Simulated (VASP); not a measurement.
# KCl (Fm-3m) in VASP: a series of runs

KCl is run at these levels: PBE-based screened hybrid with 5 % exact exchange, PBE-based screened hybrid with 10 % exact exchange, PBE-based screened hybrid with 15 % exact exchange, PBE-based screened hybrid with 20 % exact exchange; tasks: single point.

Everything below comes from runs of VASP 6.6.1. Logs are shortened: lines on timing, memory, paths and dates and some standing lists are left out, and cuts for length are marked.

**1. The cell of the first run**

The structure is cubic, space group Fm-3m (No. 225). The conventional cell has a = 6.293 Å, b = 6.293 Å, c = 6.293 Å, α = 90.00°, β = 90.00°, γ = 90.00°. K (site symmetry m-3m) has 6 Cl at 3.15 Å within 4.1 Å. Cl (site symmetry m-3m) has 6 K at 3.15 Å within 4.1 Å.

**2. Single point, PBE-based screened hybrid with 5 % exact exchange**

File POSCAR:

```
KCl
1.0
    0.0000000000      3.1464700000      3.1464700000
    3.1464700000      0.0000000000      3.1464700000
    3.1464700000      3.1464700000      0.0000000000
K Cl
1 1
Direct
    0.0000000000      0.0000000000      0.0000000000
    0.5000000000      0.5000000000      0.5000000000
```

File INCAR.step1:

```
PREC     = Accurate       # precision mode
ENCUT    = 520            # plane-wave cutoff, eV
EDIFF    = 1E-5           # SCF threshold, eV
ISMEAR   = -1             # smearing method
SIGMA    = 0.05           # smearing width, eV
LREAL    = F              # projectors in reciprocal space
LASPH    = T              # aspherical terms in the spheres
NELM     = 60             # most SCF steps
ALGO     = Normal         # electronic algorithm
ISIF     = 2              # what is computed and relaxed
LWAVE    = T              # write WAVECAR
GGA      = PE             # functional
NBANDS   = 15             # bands
```

File INCAR.step2:

```
PREC     = Accurate       # precision mode
ENCUT    = 520            # plane-wave cutoff, eV
EDIFF    = 1E-7           # SCF threshold, eV
ISMEAR   = -1             # smearing method
SIGMA    = 0.05           # smearing width, eV
LREAL    = F              # projectors in reciprocal space
LASPH    = T              # aspherical terms in the spheres
NELM     = 60             # most SCF steps
ALGO     = Normal         # electronic algorithm
ISIF     = 2              # what is computed and relaxed
LWAVE    = F              # write WAVECAR
LCHARG   = T              # write CHGCAR
GGA      = PE             # functional
LHFCALC  = T              # exact exchange
AEXX     = 0.05           # exact-exchange fraction
HFSCREEN = 0.2            # screening, 1/A
PRECFOCK = Normal       
LELF     = T              # ELF
LVHAR    = T            
ISTART   = 1            
NBANDS   = 15             # bands
```

File KPOINTS:

```
Automatic mesh
0
Gamma
  4 4 4
```

Potentials or basis: VASP PAW PBE potentials, release 64 (K_sv, Cl).

Launch:

```
> cat potpaw_PBE.64/K_sv/POTCAR potpaw_PBE.64/Cl/POTCAR > POTCAR
> cp INCAR.step1 INCAR
> mpirun -np 1 vasp_std > vasp.out
> cp INCAR.step2 INCAR
> mpirun -np 1 vasp_std > vasp.out
```

OUTCAR:

```text
PREC = Accurate
   ENCUT = 520
   EDIFF = 1E-7
   ISMEAR = -1
   LREAL = F
   LASPH = T
   NELM = 60
   ISIF = 2
   GGA = PE
   LHFCALC = T
   AEXX = 0.05
   HFSCREEN = 0.2
   PRECFOCK = Normal
   ISTART = 1

 ion  position               nearest neighbor table
   1  0.000  0.000  0.000-   2 3.15   2 3.15   2 3.15   2 3.15   2 3.15   2 3.15
   2  0.500  0.500  0.500-   1 3.15   1 3.15   1 3.15   1 3.15   1 3.15   1 3.15

  LATTYP: Found a face centered cubic cell.
 ALAT       =     6.2929400000

  Lattice vectors:

 A1 = (   0.0000000000,   3.1464700000,   3.1464700000)
 A2 = (   3.1464700000,   0.0000000000,   3.1464700000)
 A3 = (   3.1464700000,   3.1464700000,   0.0000000000)

Analysis of symmetry for initial positions (statically):
=====================================================================
 Subroutine PRICEL returns:
 Original cell was already a primitive cell.

 Routine SETGRP: Setting up the symmetry group for a
 face centered cubic supercell.

 Subroutine GETGRP returns: Found 48 space group operations
 (whereof 48 operations were pure point group operations)
 out of a pool of 48 trial point group operations.

The static configuration has the point symmetry O_h .

Analysis of symmetry for dynamics (positions and initial velocities):
=====================================================================
 Subroutine PRICEL returns:
 Original cell was already a primitive cell.

 Routine SETGRP: Setting up the symmetry group for a
 face centered cubic supercell.

 Subroutine GETGRP returns: Found 48 space group operations
 (whereof 48 operations were pure point group operations)
 out of a pool of 48 trial point group operations.

The dynamic configuration has the point symmetry O_h .

 Subroutine INISYM returns: Found 48 space group operations
 (whereof 48 operations are pure point group operations),
 and found     1 'primitive' translations

----------------------------------------------------------------------------------------

                                     Primitive cell

  volume of cell :      62.3018

  direct lattice vectors                    reciprocal lattice vectors
     0.000000000  3.146470000  3.146470000    -0.158908237  0.158908237  0.158908237
     3.146470000  0.000000000  3.146470000     0.158908237 -0.158908237  0.158908237
     3.146470000  3.146470000  0.000000000     0.158908237  0.158908237 -0.158908237

  length of vectors
     4.449780548  4.449780548  4.449780548     0.275237140  0.275237140  0.275237140

  position of ions in fractional coordinates (direct lattice)
     0.000000000  0.000000000  0.000000000
     0.500000000  0.500000000  0.500000000

  ion indices of the primitive-cell ions
   primitive index   ion index
                 1           1
                 2           2

----------------------------------------------------------------------------------------

 KPOINTS: Automatic mesh

Automatic generation of k-mesh.
 Grid dimensions read from file:
 generate k-points for:    4    4    4

 Generating k-lattice:

  Cartesian coordinates                     Fractional coordinates (reciprocal lattice)
    -0.039727059  0.039727059  0.039727059     0.250000000  0.000000000  0.000000000
     0.039727059 -0.039727059  0.039727059     0.000000000  0.250000000  0.000000000
     0.039727059  0.039727059 -0.039727059     0.000000000  0.000000000  0.250000000

  Length of vectors
     0.068809285  0.068809285  0.068809285

  Shift w.r.t. Gamma in fractional coordinates (k-lattice)
     0.000000000  0.000000000  0.000000000

 Subroutine IBZKPT returns following result:
 ===========================================

 Found      8 irreducible k-points:

 Following reciprocal coordinates:
            Coordinates               Weight
  0.000000  0.000000  0.000000      1.000000
  0.250000  0.000000  0.000000      8.000000
  0.500000  0.000000  0.000000      4.000000
  0.250000  0.250000  0.000000      6.000000
  0.500000  0.250000  0.000000     24.000000
 -0.250000  0.250000  0.000000     12.000000
  0.500000  0.500000  0.000000      3.000000
 -0.250000  0.500000  0.250000      6.000000
   k-points           NKPTS =      8   k-points in BZ     NKDIM =     64   number of bands    NBANDS=     15
   number of dos      NEDOS =    301   number of ions     NIONS =      2
   total plane-waves  NPLWV =  46656
   dimension x,y,z NGX =    36 NGY =   36 NGZ =   36
   dimension x,y,z NGXF=    72 NGYF=   72 NGZF=   72
   ions per type =               1   1
   NGX,Y,Z   is equivalent  to a cutoff of  13.45, 13.45, 13.45 a.u.
   NGXF,Y,Z  is equivalent  to a cutoff of  26.90, 26.90, 26.90 a.u.
 SYSTEM =  unknown system
   PREC   = accura    normal or accurate (medium, high low for compatibility)
   ISTART =      1    job   : 0-new  1-cont  2-samecut
   ICHARG =      0    charge: 1-file 2-atom 10-const
   ISPIN  =      1    spin polarized calculation?
   LNONCOLLINEAR =      F non collinear calculations
   LSORBIT =      F    spin-orbit coupling
   LASPH  =      T    aspherical Exc in radial PAW
   ENCUT  =  520.0 eV  38.22 Ry    6.18 a.u.   8.27  8.27  8.27*2*pi/ulx,y,z
   NELM   =     60;   NELMIN=  2; NELMDL=  0     # of ELM steps
   EDIFF  = 0.1E-06   stopping-criterion for ELM
   LREAL  =      F    real-space projection
   EDIFFG = 0.1E-05   stopping-criterion for IOM
   NSW    =      0    number of steps for IOM
   IBRION =     -1    ionic relax: 0-MD 1-quasi-New 2-CG
   NFREE  =      0    steps in history (QN), initial steepest desc. (CG)
   ISIF   =      2    stress and relaxation
   ISYM   =      3    0-nonsym 1-usesym 2-fastsym
   POTIM  = 0.5000    time-step for ionic-motion
   TEBEG  =    0.0;   TEEND  =   0.0 temperature during run
   PSTRESS=    0.0 pullay stress
   NELECT =      16.0000    total number of electrons
   NUPDOWN=      -1.0000    fix difference up-down
   EMIN   =  10.00;   EMAX   =-10.00  energy-range for DOS
   EFERMI =   0.00;   METHOD = LEGACY
   ISMEAR =    -1;   SIGMA  =   0.05  broadening in eV -4-tet -1-fermi 0-gaus
   EFERMI_NEDOS =   21; number of points for ismear=-14 and -15
   IALGO  =     38    algorithm
   IMIX   =      1    mixing-type and parameters
     AMIX     =   0.40;   BMIX     =  1.00
     AMIX_MAG =   1.60;   BMIX_MAG =  1.00
  volume/ion in A,a.u.               =      31.15       210.22
  Fermi-wavevector in a.u.,A,eV,Ry     =   1.040594  1.966437 14.732871  1.082835
  Thomas-Fermi vector in A             =   2.175177
   LORBIT       =      0    0 simple, 1 ext, 2 COOP (PROOUT), +10 PAW based schemes
   GGA     = PE    functional components
   LHFCALC =     T    Hartree Fock is set to
   PRECFOCK=normal    Normal, Fast or Accurate (Low or Medium for compatibility)
   ENCUT4O =  -1.0   cutoff for four orbital integrals eV
   NKREDX  =     1    reduce k-point grid by
   NKREDY  =     1    reduce k-point grid by
   NKREDZ  =     1    reduce k-point grid by
   AEXX    =    0.0500 exact exchange contribution
   HFSCREEN=    0.2000 screening length (either q_TF or 0.3 A-1)
   HFSCREENC=   0.2000 screening length for correlation (either q_TF or 0.3 A-1)
   ENCUTFOCK=  -1.0 apply spherical cutoff to Coloumb kernel
   IVDW    =     0    specifies the selected vdW correction
   LEPSILON=     F    determine dielectric tensor
   LRPA    =     F    only Hartree local field effects (RPA)
 non-spin polarized calculation
  energy-cutoff  :      520.00
  volume of cell :       62.30
 maximum number of plane-waves:      1700
 NGX is ok and might be reduce to    36
  NGX = 28; NGY = 28; NGZ = 28

 number of electron      16.0000001 magnetization

 Free energy of the ion-electron system (eV)
  ---------------------------------------------------
  ext. energy  EPLUGINS =         0.00000000
  ---------------------------------------------------
  free energy    TOTEN  =        -7.01580172 eV

  energy without entropy =       -7.01580172  energy(sigma->0) =       -7.01580172

 E-fermi :  -0.9253     XC(G=0):  -7.2896

 val. band max:       -2.0393787900   @ k =   0.0000   0.0000   0.0000
 cond. band min:       3.4105802728   @ k =   0.0000   0.0000   0.0000
 fundamental gap:      5.4499590628
 Fermi energy:        -0.9253045828

 k-point     1 :       0.0000    0.0000    0.0000
  band No.  band energies     occupation
      1     -29.6542      2.00000
      2     -14.3881      2.00000
      3     -12.8443      2.00000
      4     -12.8443      2.00000
      5     -12.8443      2.00000
      6      -2.0394      2.00000
      7      -2.0394      2.00000
      8      -2.0394      2.00000
      9       3.4106      0.00000
     10       6.6524      0.00000
     11       6.6524      0.00000
     12       6.6524      0.00000
     13       7.5546      0.00000
     14       7.5546      0.00000
     15      11.1994      0.00000

 k-point     2 :       0.2500    0.0000    0.0000
  band No.  band energies     occupation
      1     -29.6488      2.00000
      2     -14.4834      2.00000
      3     -12.8487      2.00000
      4     -12.8487      2.00000
      5     -12.7203      2.00000
      6      -2.6296      2.00000
      7      -2.2085      2.00000
      8      -2.2085      2.00000
      9       4.6736      0.00000
     10       6.4245      0.00000
     11       7.4146      0.00000
     12       7.4146      0.00000
     13       8.3613      0.00000
     14       8.3613      0.00000
     15      11.9408      0.00000
[... 77 lines left out ...]
      3     -12.9871      2.00000
      4     -12.9003      2.00000
      5     -12.9003      2.00000
      6      -2.7064      2.00000
      7      -2.2667      2.00000
      8      -2.2667      2.00000
      9       4.7697      0.00000
     10       6.6065      0.00000
     11       8.3217      0.00000
     12       8.5600      0.00000
     13       8.9492      0.00000
     14      10.0431      0.00000
     15      10.0431      0.00000

 k-point     8 :      -0.2500    0.5000    0.2500
  band No.  band energies     occupation
      1     -29.6402      2.00000
      2     -14.3793      2.00000
      3     -12.9435      2.00000
      4     -12.9435      2.00000
      5     -12.7566      2.00000
      6      -2.5306      2.00000
      7      -2.5188      2.00000
      8      -2.5188      2.00000
      9       6.2885      0.00000
     10       6.2885      0.00000
     11       7.7349      0.00000
     12       8.1744      0.00000
     13      10.0704      0.00000
     14      10.0894      0.00000
     15      10.3555      0.00000

------------------------ aborting loop because EDIFF is reached ----------------------------------------

  FORCE on cell =-STRESS in cart. coord.  units (eV):
  Direction    XX          YY          ZZ          XY          YZ          ZX
  --------------------------------------------------------------------------------------
  -------------------------------------------------------------------------------------
  Total        0.2813725      0.2813725      0.2813725      0.0000000      0.0000000      0.0000000
  in kB        7.2358821      7.2358821      7.2358821      0.0000000      0.0000000      0.0000000
  external PRESSURE =       7.2358821 kB  Pullay stress =       0.0000000 kB

 VOLUME and BASIS-vectors are now :
 -----------------------------------------------------------------------------
  energy-cutoff  :      520.00
  volume of cell :       62.30
      direct lattice vectors                 reciprocal lattice vectors
     0.000000000  3.146470000  3.146470000    -0.158908237  0.158908237  0.158908237
     3.146470000  0.000000000  3.146470000     0.158908237 -0.158908237  0.158908237
     3.146470000  3.146470000  0.000000000     0.158908237  0.158908237 -0.158908237

 POSITION                                       TOTAL-FORCE (eV/Angst)
 -----------------------------------------------------------------------------------
      0.00000      0.00000      0.00000         0.000000      0.000000     -0.000000
      3.14647      3.14647      3.14647         0.000000      0.000000      0.000000
 -----------------------------------------------------------------------------------
    total drift:                               -0.000000     -0.000000     -0.000000

  FREE ENERGIE OF THE ION-ELECTRON SYSTEM (eV)
  ---------------------------------------------------
  free  energy   TOTEN  =        -7.0158017192 eV

  energy  without entropy=       -7.0158017192  energy(sigma->0) =       -7.01580172
```

Run time: 7.1 min. Hardware: 1 thread of Intel Xeon Platinum 8259CL at 2.50GHz (Skylake/Cascade Lake), shared host; peak memory 0.31 GiB.

What came out:

* Free energy: -7.0158 eV
* Pressure: 0.7 GPa
* Band gap on the k mesh: 5.45 eV

Levels at points of the mesh, in eV from the valence-band top:
```
           k point  band 4  band 5  band 6  band 7  band 8  band 9  band 10  band 11  band 12  band 13
(0.00, 0.00, 0.00)  -10.80  -10.80    0.00    0.00    0.00    5.45     8.69     8.69     8.69     9.59
(0.50, 0.00, 0.00)  -10.81  -10.57   -1.06   -0.33   -0.33    7.86     8.91    10.89    10.89    11.71
(0.50, 0.50, 0.00)  -10.86  -10.86   -0.67   -0.23   -0.23    6.81     8.65    10.36    10.60    10.99
```

Caveat: the k points lie up to 0.43 Å⁻¹ apart; the PAW data sets were made with another functional, which shifts forces and pressure a little.

**3. Single point, PBE-based screened hybrid with 10 % exact exchange**

POSCAR is that of step 2.

File INCAR.step1:

```
  PREC = Accurate
  ENCUT = 520
  EDIFF = 1E-5
  ISMEAR = -1
  SIGMA = 0.05
  LREAL = F
  LASPH = T
  NELM = 60
  ALGO = Normal
  ISIF = 2
  LWAVE = T
  LCHARG = F
  NBANDS = 15
  GGA = PE
```

File INCAR.step2:

```
  PREC = Accurate
  ENCUT = 520
  EDIFF = 1E-7
  ISMEAR = -1
  SIGMA = 0.05
  LREAL = F
  LASPH = T
  NELM = 60
  ALGO = Normal
  ISIF = 2
  LWAVE = F
  LCHARG = F
  GGA = PE
  LHFCALC = T
  AEXX = 0.1
  HFSCREEN = 0.2
  PRECFOCK = Normal
  NBANDS = 15
  ISTART = 1
```

File KPOINTS:

```
regular mesh
0
Gamma
  4 4 4
```

Potentials or basis: VASP PAW PBE potentials, release 64 (K_sv, Cl).

Launch:

```
> cat potpaw_PBE.64/K_sv/POTCAR potpaw_PBE.64/Cl/POTCAR > POTCAR
> cp INCAR.step1 INCAR
> mpirun -np 1 vasp_std > vasp.out
> cp INCAR.step2 INCAR
> mpirun -np 1 vasp_std > vasp.out
```

OUTCAR:

```text
PREC = Accurate
   ENCUT = 520
   EDIFF = 1E-7
   ISMEAR = -1
   LREAL = F
   LASPH = T
   NELM = 60
   ISIF = 2
   GGA = PE
   LHFCALC = T
   AEXX = 0.1
   HFSCREEN = 0.2
   PRECFOCK = Normal
   ISTART = 1

 ion  position               nearest neighbor table
   1  0.000  0.000  0.000-   2 3.15   2 3.15   2 3.15   2 3.15   2 3.15   2 3.15
   2  0.500  0.500  0.500-   1 3.15   1 3.15   1 3.15   1 3.15   1 3.15   1 3.15

[... 323 lines left out ...]
     15      10.4861      0.00000

------------------------ aborting loop because EDIFF is reached ----------------------------------------

  FORCE on cell =-STRESS in cart. coord.  units (eV):
  Direction    XX          YY          ZZ          XY          YZ          ZX
  --------------------------------------------------------------------------------------
  -------------------------------------------------------------------------------------
  Total        0.2592772      0.2592772      0.2592772     -0.0000000     -0.0000000     -0.0000000
  in kB        6.6676706      6.6676706      6.6676706     -0.0000000     -0.0000000     -0.0000000
  external PRESSURE =       6.6676706 kB  Pullay stress =       0.0000000 kB

 VOLUME and BASIS-vectors are now :
 -----------------------------------------------------------------------------
  energy-cutoff  :      520.00
  volume of cell :       62.30
      direct lattice vectors                 reciprocal lattice vectors
     0.000000000  3.146470000  3.146470000    -0.158908237  0.158908237  0.158908237
     3.146470000  0.000000000  3.146470000     0.158908237 -0.158908237  0.158908237
     3.146470000  3.146470000  0.000000000     0.158908237  0.158908237 -0.158908237

 POSITION                                       TOTAL-FORCE (eV/Angst)
 -----------------------------------------------------------------------------------
      0.00000      0.00000      0.00000        -0.000000      0.000000      0.000000
      3.14647      3.14647      3.14647         0.000000     -0.000000      0.000000
 -----------------------------------------------------------------------------------
    total drift:                                0.000000      0.000000      0.000000

  FREE ENERGIE OF THE ION-ELECTRON SYSTEM (eV)
  ---------------------------------------------------
  free  energy   TOTEN  =        -7.2297102650 eV

  energy  without entropy=       -7.2297102649  energy(sigma->0) =       -7.22971026
```

OUTCAR.step1:

```text
PREC = Accurate
   ENCUT = 520
   EDIFF = 1E-5
   ISMEAR = -1
   LREAL = F
[... 347 lines left out ...]
      0.00000      0.00000      0.00000         0.000000      0.000000      0.000000
      3.14647      3.14647      3.14647         0.000000     -0.000000     -0.000000
 -----------------------------------------------------------------------------------
    total drift:                                0.000000      0.000000      0.000000

  FREE ENERGIE OF THE ION-ELECTRON SYSTEM (eV)
  ---------------------------------------------------
  free  energy   TOTEN  =        -6.8036806446 eV

  energy  without entropy=       -6.8036806445  energy(sigma->0) =       -6.80368064
```

OSZICAR.step1:

```text
N       E                     dE             d eps       ncg     rms          rms(c)
DAV:   1     0.993251343352E+02    0.99325E+02   -0.70602E+03   240   0.954E+02
DAV:   2    -0.751511682664E+00   -0.10008E+03   -0.92584E+02   311   0.232E+02
DAV:   3    -0.686980360544E+01   -0.61183E+01   -0.60837E+01   338   0.511E+01
DAV:   4    -0.709338006652E+01   -0.22358E+00   -0.22352E+00   389   0.862E+00
DAV:   5    -0.709514927859E+01   -0.17692E-02   -0.17692E-02   331   0.860E-01    0.333E+00
DAV:   6    -0.680452180460E+01    0.29063E+00   -0.42292E-01   296   0.327E+00    0.271E+00
DAV:   7    -0.679020367261E+01    0.14318E-01   -0.11470E-01   310   0.185E+00    0.158E+00
DAV:   8    -0.680249061140E+01   -0.12287E-01   -0.16903E-02   315   0.965E-01    0.204E-01
DAV:   9    -0.680301461468E+01   -0.52400E-03   -0.90746E-04   303   0.184E-01    0.104E-01
DAV:  10    -0.680367776453E+01   -0.66315E-03   -0.73056E-04   261   0.165E-01    0.253E-02
DAV:  11    -0.680368064457E+01   -0.28800E-05   -0.22327E-05   325   0.287E-02
   1 F= -.68036806E+01 E0= -.68036806E+01  d E =-.230768E-10
```

Wall time 6 min (1 thread of Intel Xeon Platinum 8259CL at 2.50GHz (Skylake/Cascade Lake), shared host); peak memory 0.31 GiB.

Results:

* Free energy: -7.2297 eV
* Pressure: 0.7 GPa
* Band gap on the k mesh: 5.71 eV

Caveat: the k points lie up to 0.43 Å⁻¹ apart; the PAW data sets were made with another functional, which shifts forces and pressure a little.

[end of part 1 of 2]
